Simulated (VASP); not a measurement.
Here is a VASP 6.6.1 calculation.

INCAR

```
SYSTEM = Ru2Au
  ALGO = Normal
  EDIFF = 1E-6
  ENCUT = 500
  GGA = PE
  GGA_COMPAT = .False.
  ISIF = 2
  ISMEAR = 0
  LASPH = .True.
  LCHARG = .True.
  LELF = .True.
  LREAL = .False.
  LVHAR = .True.
  LWAVE = .False.
  NBANDS = 26
  NELM = 120
  PREC = Accurate
  SIGMA = 0.1
```

KPOINTS

```
k-points
0
Gamma
  6 6 6
  0 0 0
```

Contents of POSCAR:

```
Ru2Au
1.0
    4.0695786152      0.0000000000      0.0000000000
   -2.0347893077      3.5243584635      0.0000000000
    0.0000000000      0.0000000000      2.8623959085
Ru Au
2 1
Direct
    0.3333333333      0.6666666667      0.5000000000
    0.6666666667      0.3333333333      0.5000000000
    0.0000000000      0.0000000000      0.0000000000
```

Potentials or basis: VASP PAW PBE potentials, release 64 (Ru_pv, Au).

Command:

```sh
$ cat potpaw_PBE.64/Ru_pv/POTCAR potpaw_PBE.64/Au/POTCAR > POTCAR
$ mpirun -np 1 vasp_std > vasp.out
```

(1) Estimate the band gap on the k mesh.

(2) What does it give for the pressure?

Results:

(1) zero (an odd number of electrons rules out a gap without spin polarisation).

(2) 44.6 GPa.

Caveat: the k points lie up to 0.37 Å⁻¹ apart, too coarse for converged energies and pressures of a metal; spin-orbit coupling is left out, which moves the levels of the heavy elements.
